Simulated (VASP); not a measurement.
Crystal: Mg.

```
Mg
1.0
     4.43656    0.00000    0.00000
    -2.21828    3.84217    0.00000
     0.00000    0.00000    3.78182
Mg
3
Direct
  0.33333 0.66667 0.50000
  0.00000 0.00000 0.00000
  0.66667 0.33333 0.50000
```

This isn't the form of Mg at room conditions, which is hcp.

```yaml
Program: VASP 6.6.1
Task: relaxation of cell and atoms
Functional: PBE
Potentials_or_basis: VASP PAW PBE potentials, release 64 (Mg)
Cutoff: 600 eV
k_mesh: 6 × 6 × 4
Occupations: gaussian, width 0.1 eV
Spin: no spin polarisation
```

At the start: pressure 8.2 GPa; volume 21.49 Å³/atom.

Q: Where does the relaxation end?

A: Over 10 steps the energy falls by 376.2 meV/atom and the volume is 23.12 Å³/atom (+7.6 %); space group P6/mmm (No. 191, to 0.1 Å) before and after.

Step by step:
| step | energy change (eV) | largest force (eV/Å) | pressure (GPa) | volume (Å³) |
| --- | --- | --- | --- | --- |
| 1 | 0.0000 | 0.0000 | 8.17 | 64.46 |
| 2 | -0.5374 | 0.0000 | 0.15 | 75.02 |
| 3 | -0.6155 | 0.0000 | -2.16 | 80.06 |
| 4 | -0.6209 | 0.0000 | -2.69 | 81.53 |
| 5 | -0.9448 | 0.0000 | -3.10 | 78.73 |
| 6 | -0.2757 | 0.0000 | 4.00 | 67.69 |
| 7 | -1.0583 | 0.0000 | -2.84 | 76.51 |
| 8 | -1.0728 | 0.0000 | -2.60 | 75.67 |
| 9 | -1.1284 | 0.0000 | -0.19 | 69.75 |
| 10 | -1.1287 | 0.0000 | 0.01 | 69.37 |

Final structure:
```
CELL_PARAMETERS angstrom
5.07964 0.00000 0.00000
-2.53982 4.39910 0.00000
0.00000 0.00000 3.10451
ATOMIC_POSITIONS crystal
Mg 0.33333 0.66667 0.50000
Mg 0.00000 0.00000 0.00000
Mg 0.66667 0.33333 0.50000
```

Caveat: the k points lie up to 0.51 Å⁻¹ apart in the final cell, too coarse for converged energies and pressures of a metal; a cell axis changed by over 15 % at a fixed basis, so the end point is rough.
